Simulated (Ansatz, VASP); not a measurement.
## In in VASP and in Ansatz

```xyz
2
Lattice="0.0000 3.3234 3.3234 3.3234 0.0000 3.3234 3.3234 3.3234 0.0000" Properties=species:S:1:pos:R:3 pbc="T T T"
In    0.8308    0.8308    0.8308
In    5.8159    5.8159    5.8159
```

Alike in both runs: task single point; functional PBEsol; k mesh 9 × 9 × 9; occupations fermi-dirac, width 0.1 eV; no spin polarisation.

```csv
,VASP,Ansatz
version,VASP 6.6.1,Ansatz 0.2.0
potentials or method,"VASP PAW PBE potentials, release 64 (In_d), cutoff 520 eV","plane waves (420 eV) with PAW, scalar-relativistic"
valence electrons in the cell,26,26
```

VASP gave:

```
pressure (GPa) : -1.0
```

Problem. Which values does Ansatz return?

Solution. Pressure (GPa): -0.9.

VASP's potentials were made for PBE, not for PBEsol, and Ansatz warns of the same on its side.
